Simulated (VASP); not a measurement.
# Rh (Fm-3m) in VASP: a series of runs, part 2 of 2

VASP 6.6.1. The steps go on from the part before.

## (3) Single point, revPBE

This run uses another cell than the first one, of 14.22 Å³/atom, 1.020 times its volume.

INCAR

```
SYSTEM = Rh
ALGO = Normal ; EDIFF = 1E-7
ENCUT = 520 ; GGA = RE
ISIF = 2 ; ISMEAR = -1
LASPH = .True. ; LCHARG = .True.
LELF = .True. ; LREAL = .False.
LVHAR = .True. ; LWAVE = .False.
NBANDS = 14 ; NELM = 60
PREC = Accurate ; SIGMA = 0.05
```

KPOINTS

```
k-points
0
Gamma
  12 12 12
  0 0 0
```

POSCAR

```
Rh
1.0
    0.0000000000      1.9228245745      1.9228245745
    1.9228245745      0.0000000000      1.9228245745
    1.9228245745      1.9228245745      0.0000000000
Rh
1
Direct
    0.0000000000      0.0000000000      0.0000000000
```

Potentials or basis: VASP PAW PBE potentials, release 64 (Rh_pv).

Run with:

```sh
> cat potpaw_PBE.64/Rh_pv/POTCAR > POTCAR
> mpirun -np 1 vasp_std > vasp.out
```

OUTCAR:

```text
SYSTEM = Rh
   EDIFF = 1E-7
   ENCUT = 520
   GGA = RE
   ISIF = 2
   ISMEAR = -1
   LASPH = .True.
   LREAL = .False.
   NELM = 60
   PREC = Accurate

 ion  position               nearest neighbor table
   1  0.000  0.000  0.000-

  LATTYP: Found a face centered cubic cell.
 ALAT       =     3.8456491490

  Lattice vectors:

 A1 = (   0.0000000000,   1.9228245745,   1.9228245745)
 A2 = (   1.9228245745,   0.0000000000,   1.9228245745)
 A3 = (   1.9228245745,   1.9228245745,   0.0000000000)

Analysis of symmetry for initial positions (statically):
[... 33 lines left out ...]
                                     Primitive cell

  volume of cell :      14.2183

  direct lattice vectors                    reciprocal lattice vectors
     0.000000000  1.922824575  1.922824575    -0.260034122  0.260034122  0.260034122
     1.922824575  0.000000000  1.922824575     0.260034122 -0.260034122  0.260034122
     1.922824575  1.922824575  0.000000000     0.260034122  0.260034122 -0.260034122

  length of vectors
     2.719284591  2.719284591  2.719284591     0.450392311  0.450392311  0.450392311

  position of ions in fractional coordinates (direct lattice)
     0.000000000  0.000000000  0.000000000

  ion indices of the primitive-cell ions
   primitive index   ion index
                 1           1

----------------------------------------------------------------------------------------

 KPOINTS: k-points

Automatic generation of k-mesh.
 Grid dimensions read from file:
 generate k-points for:   12   12   12

 Generating k-lattice:

  Cartesian coordinates                     Fractional coordinates (reciprocal lattice)
    -0.021669510  0.021669510  0.021669510     0.083333333  0.000000000  0.000000000
     0.021669510 -0.021669510  0.021669510     0.000000000  0.083333333  0.000000000
     0.021669510  0.021669510 -0.021669510     0.000000000  0.000000000  0.083333333

  Length of vectors
     0.037532693  0.037532693  0.037532693

  Shift w.r.t. Gamma in fractional coordinates (k-lattice)
     0.000000000  0.000000000  0.000000000

 Subroutine IBZKPT returns following result:
 ===========================================

 Found     72 irreducible k-points:

 Following reciprocal coordinates:
            Coordinates               Weight
  0.000000  0.000000  0.000000      1.000000
  0.083333  0.000000  0.000000      8.000000
  0.166667  0.000000  0.000000      8.000000
  0.250000  0.000000  0.000000      8.000000
  0.333333  0.000000  0.000000      8.000000
  0.416667  0.000000  0.000000      8.000000
[... 16 lines left out ...]
  0.500000  0.166667  0.000000     24.000000
 -0.416667  0.166667  0.000000     24.000000
 [... further k-points ...]
   k-points           NKPTS =     72   k-points in BZ     NKDIM =     72   number of bands    NBANDS=     14
   number of dos      NEDOS =    301   number of ions     NIONS =      1
   total plane-waves  NPLWV =   8000
   dimension x,y,z NGX =    20 NGY =   20 NGZ =   20
   dimension x,y,z NGXF=    40 NGYF=   40 NGZF=   40
   ions per type =               1
   NGX,Y,Z   is equivalent  to a cutoff of  12.23, 12.23, 12.23 a.u.
   NGXF,Y,Z  is equivalent  to a cutoff of  24.45, 24.45, 24.45 a.u.
 SYSTEM =  Rh
   PREC   = accura    normal or accurate (medium, high low for compatibility)
   ISTART =      0    job   : 0-new  1-cont  2-samecut
   ICHARG =      2    charge: 1-file 2-atom 10-const
   ISPIN  =      1    spin polarized calculation?
   LNONCOLLINEAR =      F non collinear calculations
   LSORBIT =      F    spin-orbit coupling
   LASPH  =      T    aspherical Exc in radial PAW
   ENCUT  =  520.0 eV  38.22 Ry    6.18 a.u.   5.06  5.06  5.06*2*pi/ulx,y,z
   NELM   =     60;   NELMIN=  2; NELMDL= -5     # of ELM steps
   EDIFF  = 0.1E-06   stopping-criterion for ELM
   LREAL  =      F    real-space projection
   EDIFFG = 0.1E-05   stopping-criterion for IOM
   NSW    =      0    number of steps for IOM
   IBRION =     -1    ionic relax: 0-MD 1-quasi-New 2-CG
   NFREE  =      0    steps in history (QN), initial steepest desc. (CG)
   ISIF   =      2    stress and relaxation
   ISYM   =      2    0-nonsym 1-usesym 2-fastsym
   POTIM  = 0.5000    time-step for ionic-motion
   TEBEG  =    0.0;   TEEND  =   0.0 temperature during run
   PSTRESS=    0.0 pullay stress
   NELECT =      15.0000    total number of electrons
   NUPDOWN=      -1.0000    fix difference up-down
   EMIN   =  10.00;   EMAX   =-10.00  energy-range for DOS
   EFERMI =   0.00;   METHOD = LEGACY
   ISMEAR =    -1;   SIGMA  =   0.05  broadening in eV -4-tet -1-fermi 0-gaus
   EFERMI_NEDOS =   21; number of points for ismear=-14 and -15
   IALGO  =     38    algorithm
   IMIX   =      4    mixing-type and parameters
     AMIX     =   0.40;   BMIX     =  1.00
     AMIX_MAG =   1.60;   BMIX_MAG =  1.00
  volume/ion in A,a.u.               =      14.22        95.95
  Fermi-wavevector in a.u.,A,eV,Ry     =   1.666565  3.149351 37.789350  2.777439
  Thomas-Fermi vector in A             =   2.752739
   LORBIT       =      0    0 simple, 1 ext, 2 COOP (PROOUT), +10 PAW based schemes
   GGA     = RE    functional components
   LHFCALC =     F    Hartree Fock is set to
   AEXX    =    0.0000 exact exchange contribution
   IVDW    =     0    specifies the selected vdW correction
   LEPSILON=     F    determine dielectric tensor
   LRPA    =     F    only Hartree local field effects (RPA)
 non-spin polarized calculation
  energy-cutoff  :      520.00
  volume of cell :       14.22
 maximum number of plane-waves:       392
   NGX = 11   NGY = 11   NGZ = 11

 number of electron      15.0000000 magnetization

 Free energy of the ion-electron system (eV)
  ---------------------------------------------------
  ext. energy  EPLUGINS =         0.00000000
  ---------------------------------------------------
  free energy    TOTEN  =        -6.75669451 eV

  energy without entropy =       -6.74747845  energy(sigma->0) =       -6.75208648

 E-fermi :  11.3591     XC(G=0): -13.7475

 val. band max:       11.2855240275   @ k =  -0.3333   0.3333   0.0000
 cond. band min:      11.3858925845   @ k =   0.3333   0.1667   0.0000
 fundamental gap:      0.1003685569
 Fermi energy:        11.3590937775

 k-point     1 :       0.0000    0.0000    0.0000
  band No.  band energies     occupation
      1     -34.9865      2.00000
      2     -34.9865      2.00000
      3     -34.9865      2.00000
      4       3.6729      2.00000
      5       8.4302      2.00000
      6       8.4302      2.00000
      7       8.4302      2.00000
      8      10.3978      2.00000
      9      10.3978      2.00000
     10      27.3799      0.00000
     11      31.9962      0.00000
     12      32.6648      0.00000
     13      32.6648      0.00000
     14      32.6648      0.00000

 k-point     2 :       0.0833    0.0000    0.0000
  band No.  band energies     occupation
      1     -35.0313      2.00000
      2     -34.9926      2.00000
      3     -34.9926      2.00000
      4       3.9411      2.00000
      5       8.3190      2.00000
      6       8.5308      2.00000
      7       8.5308      2.00000
      8      10.3454      2.00000
      9      10.3454      2.00000
     10      27.7456      0.00000
     11      31.2758      0.00000
     12      31.9976      0.00000
     13      33.0452      0.00000
     14      33.0452      0.00000

 k-point     3 :       0.1667    0.0000    0.0000
  band No.  band energies     occupation
      1     -35.1528      2.00000
      2     -35.0092      2.00000
      3     -35.0092      2.00000
      4       4.6576      2.00000
      5       8.1201      2.00000
      6       8.7341      2.00000
      7       8.7341      2.00000
      8      10.3031      2.00000
      9      10.3031      2.00000
     10      28.4119      0.00000
     11      28.9914      0.00000
     12      31.9972      0.00000
     13      34.0924      0.00000
     14      34.0924      0.00000
[... 324 lines left out ...]
 k-point    23 :       0.5000    0.1667    0.0000
  band No.  band energies     occupation
      1     -35.5706      2.00000
      2     -35.1735      2.00000
      3     -35.1145      2.00000
      4       6.1607      2.00000
      5       7.7942      2.00000
      6       9.0816      2.00000
      7       9.1726      2.00000
      8      11.9276      0.00002
      9      14.8068      0.00000
     10      20.2282      0.00000
     11      27.5680      0.00000
     12      30.4797      0.00000
     13      30.8353      0.00000
     14      31.9984      0.00000

 k-point    24 :      -0.4167    0.1667    0.0000
  band No.  band energies     occupation
      1     -35.5762      2.00000
      2     -35.1950      2.00000
      3     -35.1012      2.00000
      4       6.2236      2.00000
      5       7.8075      2.00000
      6       8.9962      2.00000
      7       9.4025      2.00000
      8      11.5834      0.02226
      9      15.3651      0.00000
     10      19.8035      0.00000
     11      27.1997      0.00000
     12      30.0204      0.00000
     13      31.5737      0.00000
     14      31.9976      0.00000

 [... further k-points ...]
[... 5 lines left out ...]
  --------------------------------------------------------------------------------------
  -------------------------------------------------------------------------------------
  Total        0.0150398      0.0150398      0.0150398     -0.0000000      0.0000000      0.0000000
  in kB        1.6947384      1.6947384      1.6947384     -0.0000000      0.0000000      0.0000000
  external PRESSURE =       1.6947384 kB  Pullay stress =       0.0000000 kB

 VOLUME and BASIS-vectors are now :
 -----------------------------------------------------------------------------
  energy-cutoff  :      520.00
  volume of cell :       14.22
      direct lattice vectors                 reciprocal lattice vectors
     0.000000000  1.922824575  1.922824575    -0.260034122  0.260034122  0.260034122
     1.922824575  0.000000000  1.922824575     0.260034122 -0.260034122  0.260034122
     1.922824575  1.922824575  0.000000000     0.260034122  0.260034122 -0.260034122

 POSITION                                       TOTAL-FORCE (eV/Angst)
 -----------------------------------------------------------------------------------
      0.00000      0.00000      0.00000         0.000000     -0.000000      0.000000
 -----------------------------------------------------------------------------------
    total drift:                                0.000000     -0.000000      0.000000

  FREE ENERGIE OF THE ION-ELECTRON SYSTEM (eV)
  ---------------------------------------------------
  free  energy   TOTEN  =        -6.7566945113 eV

  energy  without entropy=       -6.7474784538  energy(sigma->0) =       -6.75208648
```

stdout:

```text
POSCAR found type information on POSCAR Rh
 POSCAR found :  1 types and       1 ions
 scaLAPACK will be used
 -----------------------------------------------------------------------------
|                                                                             |
|                                                                             |
|     You enforced a specific xc type in the INCAR file but a different       |
|     I HOPE YOU KNOW WHAT YOU ARE DOING!                                     |
|                                                                             |
 -----------------------------------------------------------------------------

 LDA part: xc-table for (Slater+PW92), standard interpolation
 POSCAR, INCAR and KPOINTS ok, starting setup
 FFT: planning ... GRIDC
 FFT: planning ... GRID_SOFT
 FFT: planning ... GRID
 WAVECAR not read
 entering main loop
```

Wall time 7.6 s (1 thread of Intel Xeon Platinum 8375C at 2.90GHz (Ice Lake), shared host); peak memory 0.13 GiB.

What came out:

| Quantity | Value |
| --- | --- |
| Free energy | -6.7567 eV |
| Pressure | 0.2 GPa |

Caveat: the PAW data sets were made with another functional, which shifts forces and pressure a little.

## (4) Single point, revPBE

This run uses another cell than the first one, of 14.49 Å³/atom, 1.039 times its volume.

INCAR

```
SYSTEM = Rh
ALGO     = Normal         ! electronic algorithm
EDIFF    = 1E-6           ! SCF threshold, eV
ENCUT    = 520            ! plane-wave cutoff, eV
GGA      = RE             ! functional
ISIF     = 2              ! what is computed and relaxed
ISMEAR   = -1             ! smearing method
LASPH    = .TRUE.         ! aspherical terms in the spheres
LCHARG   = .FALSE.        ! write CHGCAR
LREAL    = .FALSE.        ! projectors in reciprocal space
LWAVE    = .FALSE.        ! write WAVECAR
NBANDS   = 14             ! bands
NELM     = 80             ! most SCF steps
PREC     = Accurate       ! precision mode
SIGMA    = 0.05           ! smearing width, eV
```

KPOINTS

```
k-points
0
G
  12 12 12
  0 0 0
```

POSCAR

```
Rh
1.0
    0.0000000000      1.9350721950      1.9350721950
    1.9350721950      0.0000000000      1.9350721950
    1.9350721950      1.9350721950      0.0000000000
Rh
1
Direct
    0.0000000000      0.0000000000      0.0000000000
```

Run with:

```sh
> cat potpaw_PBE.64/Rh_pv/POTCAR > POTCAR
> mpirun -np 1 vasp_std > vasp.out
```

It took 6.7 s on 1 thread of Intel Xeon Platinum 8375C at 2.90GHz (Ice Lake), shared host; peak memory 0.13 GiB.

Results (log left out):

| Property | Result |
| --- | --- |
| Free energy | -6.7533 eV |
| Pressure | -4.2 GPa |

Levels at points of the mesh, in eV from the Fermi level:
```csv
k point,band 5,band 6,band 7,band 8,band 9,band 10
"(0.00, 0.00, 0.00)",-2.84,-2.84,-2.84,-0.93,-0.93,16.03
"(0.50, 0.00, 0.00)",-2.91,-2.91,0.50,0.50,0.81,8.13
"(0.50, 0.50, 0.00)",-5.49,0.47,0.88,0.88,3.23,11.63
```

Caveat: the PAW data sets were made with another functional, which shifts forces and pressure a little.

## (5) Single point, r2SCAN

This run uses another cell than the first one, of 12.85 Å³/atom, 0.922 times its volume.

POSCAR

```
Rh
1.0
    0.0000000000      1.8591074964      1.8591074964
    1.8591074964      0.0000000000      1.8591074964
    1.8591074964      1.8591074964      0.0000000000
Rh
1
Direct
    0.0000000000      0.0000000000      0.0000000000
```

INCAR.step1

```
SYSTEM = Rh
PREC = Accurate
ENCUT = 520
ISMEAR = -1
SIGMA = 0.05
LREAL = .False.
LASPH = .True.
NELM = 60
NBANDS = 14
GGA = PE
ALGO = Normal
EDIFF = 1E-4
LWAVE = .True.
LCHARG = .False.
```

INCAR.step2

```
SYSTEM = Rh
PREC = Accurate
ENCUT = 520
EDIFF = 1E-6
ISMEAR = -1
SIGMA = 0.05
LREAL = .False.
LASPH = .True.
NELM = 60
ALGO = Normal
ISIF = 2
LWAVE = .False.
LCHARG = .False.
METAGGA = R2SCAN
LMIXTAU = .True.
NBANDS = 14
ISTART = 1
```

KPOINTS

```
regular mesh
0
Gamma
  12 12 12
  0 0 0
```

Run with:

```sh
> cat potpaw_PBE.64/Rh_pv/POTCAR > POTCAR
> cp INCAR.step1 INCAR
> mpirun -np 1 vasp_std > vasp.out
> cp INCAR.step2 INCAR
> mpirun -np 1 vasp_std > vasp.out
```

Run time: 29 s. Hardware: 1 thread of Intel Xeon Platinum 8375C at 2.90GHz (Ice Lake), shared host; peak memory 0.14 GiB.

It converged, with:

```yaml
Free_energy: -24.0802 eV
Pressure: 23.3 GPa
```

Levels at points of the mesh, in eV from the Fermi level:
| k point | band 4 | band 5 | band 6 | band 7 | band 8 | band 9 | band 10 | band 11 |
| --- | --- | --- | --- | --- | --- | --- | --- | --- |
| (0.00, 0.00, 0.00) | -8.72 | -3.56 | -3.56 | -3.56 | -1.21 | -1.21 | 16.63 | 17.25 |
| (0.50, 0.00, 0.00) | -6.97 | -3.68 | -3.68 | 0.63 | 0.63 | 0.82 | 9.82 | 16.20 |
| (0.50, 0.50, 0.00) | -7.27 | -6.87 | 0.56 | 1.14 | 1.14 | 3.58 | 13.77 | 14.41 |

Caveat: the PAW data sets were made with another functional, which shifts forces and pressure a little.

## (6) Single point, r2SCAN

This run uses another cell than the first one, of 13.12 Å³/atom, 0.941 times its volume.

POSCAR

```
Rh
1.0
    0.0000000000      1.8722002341      1.8722002341
    1.8722002341      0.0000000000      1.8722002341
    1.8722002341      1.8722002341      0.0000000000
Rh
1
Direct
    0.0000000000      0.0000000000      0.0000000000
```

INCAR.step1

```
PREC = Accurate ; ENCUT = 520
ISMEAR = -1 ; SIGMA = 0.05
LREAL = F ; LASPH = T
NELM = 60 ; NBANDS = 14
GGA = PE ; ALGO = Normal
EDIFF = 1E-4 ; LWAVE = T
LCHARG = F
```

INCAR.step2

```
PREC = Accurate ; ENCUT = 520
EDIFF = 1E-6 ; ISMEAR = -1
SIGMA = 0.05 ; LREAL = F
LASPH = T ; NELM = 60
ALGO = Normal ; ISIF = 2
LWAVE = F ; LCHARG = T
METAGGA = R2SCAN ; LMIXTAU = T
LELF = T ; LVHAR = T
NBANDS = 14 ; ISTART = 1
```

KPOINTS

```
regular mesh
0
Gamma
  12 12 12
```

Potentials or basis: VASP PAW PBE potentials, release 64 (Rh_pv).

Run with:

```sh
> cat potpaw_PBE.64/Rh_pv/POTCAR > POTCAR
> cp INCAR.step1 INCAR
> mpirun -np 1 vasp_std > vasp.out
> cp INCAR.step2 INCAR
> mpirun -np 1 vasp_std > vasp.out
```

Wall time 30 s (1 thread of Intel Xeon Platinum 8375C at 2.90GHz (Ice Lake), shared host); peak memory 0.13 GiB.

The run converged. Its results:

- Free energy: -24.1132 eV
- Pressure: 15.3 GPa

Levels at points of the mesh, in eV from the Fermi level:
```
           k point  band 3  band 4  band 5  band 6  band 7  band 8  band 9  band 10  band 11  band 12
(0.00, 0.00, 0.00)  -47.91   -8.56   -3.44   -3.44   -3.44   -1.17   -1.17    16.66    17.27    22.69
(0.50, 0.00, 0.00)  -48.03   -6.77   -3.56   -3.56    0.61    0.61    0.84     9.58    16.23    17.27
(0.50, 0.50, 0.00)  -48.24   -7.05   -6.65    0.54    1.10    1.10    3.54    13.48    14.28    14.28
```

Caveat: the PAW data sets were made with another functional, which shifts forces and pressure a little.

## (7) The runs side by side

| level | cell | gap on the mesh (eV) | pressure (GPa) |
| --- | --- | --- | --- |
| revPBE | a = 2.702 Å, angles 60.0°, 1 atom | none | 5.2 |
| revPBE | a = 2.719 Å, angles 60.0°, 1 atom | none | 0.2 |
| revPBE | a = 2.737 Å, angles 60.0°, 1 atom | none | -4.2 |
| r2SCAN | a = 2.629 Å, angles 60.0°, 1 atom | none | 23.3 |
| r2SCAN | a = 2.648 Å, angles 60.0°, 1 atom | none | 15.3 |

Alike in all rows: task single point; potentials or basis VASP PAW PBE potentials, release 64 (Rh_pv); no spin polarisation; k mesh 12 × 12 × 12; cutoff (eV) 520; smearing fermi-dirac 0.05 eV.

Caveats: the PAW data sets were made with another functional, which shifts forces and pressure a little.

Total energies depend on the potentials used, so only differences within one code and one set of settings carry meaning.
